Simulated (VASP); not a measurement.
# Hf3N2 (R-3m) in VASP: single point with r2SCAN

Aim: the single point of Hf3N2 with r2SCAN.

Everything below comes from runs of VASP 6.6.1. Logs are shortened: lines on timing, memory, paths and dates and some standing lists are left out, and cuts for length are marked.

## (1) The cell of the first run

Symmetry: R-3m, No. 166, trigonal system. Conventional cell: a = 3.199 Å, b = 3.199 Å, c = 23.265 Å, α = 90.00°, β = 90.00°, γ = 120.00°. Hf (site symmetry 3m) has 3 N at 2.29 Å within 3.0 Å. Hf (site symmetry -3m) has 6 N at 2.24 Å within 3.0 Å. Within 3.0 Å of N (site symmetry 3m) lie 6 Hf at 2.24 to 2.29 Å.

## (2) Single point, r2SCAN

Contents of POSCAR:

```
Hf3N2
1.0
    1.5994260774      0.9234290764      7.7548432223
   -1.5994260774      0.9234290764      7.7548432223
    0.0000000000     -1.8468581527      7.7548432223
Hf N
3 2
Direct
    0.7794186600      0.7794186600      0.7794186600
    0.2205813400      0.2205813400      0.2205813400
    0.0000000000      0.0000000000      0.0000000000
    0.6119155300      0.6119155300      0.6119155300
    0.3880844700      0.3880844700      0.3880844700
```

Contents of INCAR.step1:

```
PREC = Accurate
ENCUT = 520
ISMEAR = 0
SIGMA = 0.1
LREAL = F
LASPH = T
NELM = 80
NBANDS = 28
GGA = PE
ALGO = Normal
EDIFF = 1E-4
LWAVE = T
LCHARG = F
```

Contents of INCAR.step2:

```
PREC = Accurate
ENCUT = 520
EDIFF = 1E-6
ISMEAR = 0
SIGMA = 0.1
LREAL = F
LASPH = T
NELM = 80
ALGO = Normal
ISIF = 2
LWAVE = F
LCHARG = T
METAGGA = R2SCAN
LMIXTAU = T
LELF = T
LVHAR = T
NBANDS = 28
ISTART = 1
```

Contents of KPOINTS:

```
Automatic mesh
0
Gamma
  6 6 6
```

Potentials or basis: VASP PAW PBE potentials, release 64 (Hf_pv, N).

Started as:

```bash
cat potpaw_PBE.64/Hf_pv/POTCAR potpaw_PBE.64/N/POTCAR > POTCAR
cp INCAR.step1 INCAR
mpirun -np 1 vasp_std > vasp.out
cp INCAR.step2 INCAR
mpirun -np 1 vasp_std > vasp.out
```

OUTCAR:

```text
PREC = Accurate
   ENCUT = 520
   EDIFF = 1E-6
   ISMEAR = 0
   LREAL = F
   LASPH = T
   NELM = 80
   ISIF = 2
   METAGGA = R2SCAN
   ISTART = 1

 ion  position               nearest neighbor table
   1  0.779  0.779  0.779-   5 2.29   5 2.29   5 2.29   2 3.12   2 3.12   2 3.12   3 3.21   3 3.21
                             3 3.21
   2  0.221  0.221  0.221-   4 2.29   4 2.29   4 2.29   1 3.12   1 3.12   1 3.12   3 3.21   3 3.21
                             3 3.21
   3  0.000  0.000  0.000-   4 2.24   4 2.24   5 2.24   5 2.24   4 2.24   5 2.24   2 3.21   1 3.21
                             2 3.21   1 3.21   2 3.21   1 3.21
   4  0.612  0.612  0.612-   3 2.24   3 2.24   3 2.24   2 2.29   2 2.29   2 2.29
   5  0.388  0.388  0.388-   3 2.24   3 2.24   3 2.24   1 2.29   1 2.29   1 2.29

  LATTYP: Found a trigonal (rhomboedric) cell.
 ALAT       =     7.9717299527
 COS(alpha) =     0.9194893776

  Lattice vectors:

 A1 = (   1.5994260774,   0.9234290764,   7.7548432223)
 A2 = (  -1.5994260774,   0.9234290764,   7.7548432223)
 A3 = (   0.0000000000,  -1.8468581527,   7.7548432223)

Analysis of symmetry for initial positions (statically):
=====================================================================
 Subroutine PRICEL returns:
 Original cell was already a primitive cell.

 Routine SETGRP: Setting up the symmetry group for a
 trigonal (rhombohedral) supercell.

 Subroutine GETGRP returns: Found 12 space group operations
 (whereof 12 operations were pure point group operations)
 out of a pool of 12 trial point group operations.

The static configuration has the point symmetry D_3d.

Analysis of symmetry for dynamics (positions and initial velocities):
=====================================================================
 Subroutine PRICEL returns:
 Original cell was already a primitive cell.

 Routine SETGRP: Setting up the symmetry group for a
 trigonal (rhombohedral) supercell.

 Subroutine GETGRP returns: Found 12 space group operations
 (whereof 12 operations were pure point group operations)
 out of a pool of 12 trial point group operations.

The dynamic configuration has the point symmetry D_3d.

 Subroutine INISYM returns: Found 12 space group operations
 (whereof 12 operations are pure point group operations),
 and found     1 'primitive' translations

----------------------------------------------------------------------------------------

                                     Primitive cell

  volume of cell :      68.7214

  direct lattice vectors                    reciprocal lattice vectors
     1.599426077  0.923429076  7.754843222     0.312612134  0.180486700  0.042983891
    -1.599426077  0.923429076  7.754843222    -0.312612134  0.180486700  0.042983891
     0.000000000 -1.846858153  7.754843222     0.000000000 -0.360973400  0.042983891

  length of vectors
     7.971729953  7.971729953  7.971729953     0.363523604  0.363523604  0.363523604

  position of ions in fractional coordinates (direct lattice)
     0.779418660  0.779418660  0.779418660
     0.220581340  0.220581340  0.220581340
     0.000000000  0.000000000  0.000000000
     0.611915530  0.611915530  0.611915530
     0.388084470  0.388084470  0.388084470

  ion indices of the primitive-cell ions
   primitive index   ion index
                 1           1
                 2           2
                 3           3
                 4           4
                 5           5

----------------------------------------------------------------------------------------

 KPOINTS: Automatic mesh

Automatic generation of k-mesh.
 Grid dimensions read from file:
 generate k-points for:    6    6    6

 Generating k-lattice:

  Cartesian coordinates                     Fractional coordinates (reciprocal lattice)
     0.052102022  0.030081117  0.007163982     0.166666667 -0.000000000  0.000000000
    -0.052102022  0.030081117  0.007163982    -0.000000000  0.166666667  0.000000000
     0.000000000 -0.060162233  0.007163982     0.000000000  0.000000000  0.166666667

  Length of vectors
     0.060587267  0.060587267  0.060587267

  Shift w.r.t. Gamma in fractional coordinates (k-lattice)
     0.000000000  0.000000000  0.000000000

 Subroutine IBZKPT returns following result:
 ===========================================

 Found     32 irreducible k-points:

 Following reciprocal coordinates:
            Coordinates               Weight
  0.000000  0.000000  0.000000      1.000000
  0.166667  0.000000  0.000000      6.000000
  0.333333  0.000000  0.000000      6.000000
  0.500000  0.000000  0.000000      3.000000
  0.166667  0.166667  0.000000      6.000000
  0.333333  0.166667  0.000000     12.000000
[... 16 lines left out ...]
  0.500000  0.500000  0.166667      6.000000
 -0.333333  0.500000  0.166667     12.000000
 [... further k-points ...]
   k-points           NKPTS =     32   k-points in BZ     NKDIM =     32   number of bands    NBANDS=     28
   number of dos      NEDOS =    301   number of ions     NIONS =      5
   total plane-waves  NPLWV = 216000
   dimension x,y,z NGX =    60 NGY =   60 NGZ =   60
   dimension x,y,z NGXF=   120 NGYF=  120 NGZF=  120
   ions per type =               3   2
   NGX,Y,Z   is equivalent  to a cutoff of  12.51, 12.51, 12.51 a.u.
   NGXF,Y,Z  is equivalent  to a cutoff of  25.03, 25.03, 25.03 a.u.
 SYSTEM =  unknown system
   PREC   = accura    normal or accurate (medium, high low for compatibility)
   ISTART =      1    job   : 0-new  1-cont  2-samecut
   ICHARG =      0    charge: 1-file 2-atom 10-const
   ISPIN  =      1    spin polarized calculation?
   LNONCOLLINEAR =      F non collinear calculations
   LSORBIT =      F    spin-orbit coupling
   LASPH  =      T    aspherical Exc in radial PAW
   ENCUT  =  520.0 eV  38.22 Ry    6.18 a.u.  14.82 14.82 14.82*2*pi/ulx,y,z
   NELM   =     80;   NELMIN=  2; NELMDL=  0     # of ELM steps
   EDIFF  = 0.1E-05   stopping-criterion for ELM
   LREAL  =      F    real-space projection
   EDIFFG = 0.1E-04   stopping-criterion for IOM
   NSW    =      0    number of steps for IOM
   IBRION =     -1    ionic relax: 0-MD 1-quasi-New 2-CG
   NFREE  =      0    steps in history (QN), initial steepest desc. (CG)
   ISIF   =      2    stress and relaxation
   ISYM   =      2    0-nonsym 1-usesym 2-fastsym
   POTIM  = 0.5000    time-step for ionic-motion
   TEBEG  =    0.0;   TEEND  =   0.0 temperature during run
   PSTRESS=    0.0 pullay stress
   NELECT =      40.0000    total number of electrons
   NUPDOWN=      -1.0000    fix difference up-down
   EMIN   =  10.00;   EMAX   =-10.00  energy-range for DOS
   EFERMI =   0.00;   METHOD = LEGACY
   ISMEAR =     0;   SIGMA  =   0.10  broadening in eV -4-tet -1-fermi 0-gaus
   EFERMI_NEDOS =   21; number of points for ismear=-14 and -15
   IALGO  =     38    algorithm
   IMIX   =      4    mixing-type and parameters
     AMIX     =   0.40;   BMIX     =  1.00
     AMIX_MAG =   1.60;   BMIX_MAG =  1.00
  volume/ion in A,a.u.               =      13.74        92.75
  Fermi-wavevector in a.u.,A,eV,Ry     =   1.366881  2.583031 25.420646  1.868365
  Thomas-Fermi vector in A             =   2.492983
   LORBIT       =      0    0 simple, 1 ext, 2 COOP (PROOUT), +10 PAW based schemes
   METAGGA = R2SCAN    functional components
   LHFCALC =     F    Hartree Fock is set to
   AEXX    =    0.0000 exact exchange contribution
   IVDW    =     0    specifies the selected vdW correction
   LEPSILON=     F    determine dielectric tensor
   LRPA    =     F    only Hartree local field effects (RPA)
 non-spin polarized calculation
 Gauss-broadening in eV      SIGMA  =   0.10
  energy-cutoff  :      520.00
  volume of cell :       68.72
 maximum number of plane-waves:      1868
   NGX = 29   NGY = 29   NGZ = 29

 number of electron      40.0000000 magnetization

 Free energy of the ion-electron system (eV)
  ---------------------------------------------------
  ext. energy  EPLUGINS =         0.00000000
  ---------------------------------------------------
  free energy    TOTEN  =      -162.13783905 eV

  energy without entropy =     -162.12828052  energy(sigma->0) =     -162.13305978

 E-fermi :   6.7913     XC(G=0): -13.0992

 val. band max:        6.7373475957   @ k =   0.3333   0.1667   0.1667
 cond. band min:       6.7979454139   @ k =   0.5000   0.1667   0.1667
 fundamental gap:      0.0605978182
 Fermi energy:         6.7913269547

 k-point     1 :       0.0000    0.0000    0.0000
  band No.  band energies     occupation
      1     -26.1457      2.00000
      2     -25.6437      2.00000
      3     -25.6437      2.00000
      4     -25.2531      2.00000
      5     -24.7109      2.00000
      6     -24.6203      2.00000
[... 20 lines left out ...]
     27       9.6437      0.00000
     28      10.7699      0.00000

 k-point     2 :       0.1667    0.0000    0.0000
  band No.  band energies     occupation
      1     -26.0971      2.00000
      2     -25.8466      2.00000
      3     -25.6836      2.00000
      4     -25.1806      2.00000
      5     -24.8187      2.00000
      6     -24.7258      2.00000
[... 20 lines left out ...]
     27      10.4591      0.00000
     28      11.0603      0.00000

 k-point     3 :       0.3333    0.0000    0.0000
  band No.  band energies     occupation
      1     -26.2110      2.00000
      2     -25.9947      2.00000
      3     -25.7621      2.00000
      4     -25.1421      2.00000
      5     -25.0918      2.00000
      6     -24.9466      2.00000
[... 20 lines left out ...]
     27      11.4445      0.00000
     28      12.0590      0.00000

 k-point     4 :       0.5000    0.0000    0.0000
  band No.  band energies     occupation
      1     -26.3803      2.00000
      2     -25.9451      2.00000
      3     -25.8009      2.00000
      4     -25.2520      2.00000
      5     -25.2277      2.00000
      6     -24.9021      2.00000
[... 20 lines left out ...]
     27      12.7295      0.00000
     28      12.8886      0.00000

 k-point     5 :       0.1667    0.1667    0.0000
  band No.  band energies     occupation
      1     -26.0983      2.00000
      2     -25.8474      2.00000
      3     -25.6836      2.00000
      4     -25.1729      2.00000
      5     -24.8252      2.00000
      6     -24.7166      2.00000
[... 20 lines left out ...]
     27      10.4336      0.00000
     28      10.5099      0.00000

 k-point     6 :       0.3333    0.1667    0.0000
  band No.  band energies     occupation
      1     -26.0867      2.00000
      2     -26.0215      2.00000
      3     -25.7816      2.00000
      4     -25.1071      2.00000
      5     -24.9998      2.00000
      6     -24.9202      2.00000
[... 463 lines left out ...]
      5     -25.1676      2.00000
      6     -24.9446      2.00000
[... 20 lines left out ...]
     27      12.1481      0.00000
     28      12.7192      0.00000

 k-point    22 :      -0.1667    0.3333    0.1667
  band No.  band energies     occupation
      1     -26.2902      2.00000
      2     -25.9392      2.00000
      3     -25.9033      2.00000
      4     -25.1966      2.00000
      5     -25.1395      2.00000
      6     -24.9250      2.00000
[... 20 lines left out ...]
     27      12.0848      0.00000
     28      12.8787      0.00000

 k-point    23 :       0.5000    0.5000    0.1667
  band No.  band energies     occupation
      1     -26.2122      2.00000
      2     -25.9894      2.00000
      3     -25.7624      2.00000
      4     -25.1440      2.00000
      5     -25.1300      2.00000
      6     -24.8947      2.00000
[... 20 lines left out ...]
     27      11.6402      0.00000
     28      12.1655      0.00000

 k-point    24 :      -0.3333    0.5000    0.1667
  band No.  band energies     occupation
      1     -26.2895      2.00000
      2     -25.9347      2.00000
      3     -25.9031      2.00000
      4     -25.1988      2.00000
      5     -25.1527      2.00000
      6     -24.9417      2.00000
[... 20 lines left out ...]
     27      12.0550      0.00000
     28      12.7711      0.00000

 [... further k-points ...]

------------------------ aborting loop because EDIFF is reached ----------------------------------------

  FORCE on cell =-STRESS in cart. coord.  units (eV):
  Direction    XX          YY          ZZ          XY          YZ          ZX
  --------------------------------------------------------------------------------------
  -------------------------------------------------------------------------------------
  Total        0.0273515      0.0273515     -0.1322155     -0.0000000     -0.0000000      0.0000000
  in kB        0.6376762      0.6376762     -3.0824841     -0.0000000     -0.0000000      0.0000000
  external PRESSURE =      -0.6023772 kB  Pullay stress =       0.0000000 kB

 VOLUME and BASIS-vectors are now :
 -----------------------------------------------------------------------------
  energy-cutoff  :      520.00
  volume of cell :       68.72
      direct lattice vectors                 reciprocal lattice vectors
     1.599426077  0.923429076  7.754843222     0.312612134  0.180486700  0.042983891
    -1.599426077  0.923429076  7.754843222    -0.312612134  0.180486700  0.042983891
     0.000000000 -1.846858153  7.754843222     0.000000000 -0.360973400  0.042983891

 POSITION                                       TOTAL-FORCE (eV/Angst)
 -----------------------------------------------------------------------------------
      0.00000      0.00000     18.13281         0.000000      0.000000      0.032657
      0.00000      0.00000      5.13172         0.000000     -0.000000     -0.032657
      0.00000      0.00000      0.00000         0.000000      0.000000      0.000000
      0.00000      0.00000     14.23593         0.000000      0.000000      0.063075
      0.00000      0.00000      9.02860         0.000000     -0.000000     -0.063075
 -----------------------------------------------------------------------------------
    total drift:                                0.000000      0.000000     -0.000000

  FREE ENERGIE OF THE ION-ELECTRON SYSTEM (eV)
  ---------------------------------------------------
  free  energy   TOTEN  =      -162.1378390520 eV

  energy  without entropy=     -162.1282805153  energy(sigma->0) =     -162.13305978
```

Run time: 12 min. Hardware: 1 thread of Intel Xeon Platinum 8488C (Sapphire Rapids), shared host; peak memory 0.56 GiB.

Results:

```yaml
Free_energy: -162.1378 eV
Pressure: -0.1 GPa
Largest_force: 0.063 eV/Å
Band_gap_on_the_k_mesh: zero (band 20 reaches 7.58 eV, above the bottom of band 21 at 6.25 eV)
```

Forces in eV/Å, atoms in the order of the input:
```
Hf   0.000  0.000  0.033
Hf   0.000  0.000 -0.033
Hf   0.000  0.000  0.000
N    0.000  0.000  0.063
N    0.000  0.000 -0.063
```

Caveat: the k points lie up to 0.38 Å⁻¹ apart; the PAW data sets were made with another functional, which shifts forces and pressure a little; spin-orbit coupling is left out, which moves the levels of the heavy elements.
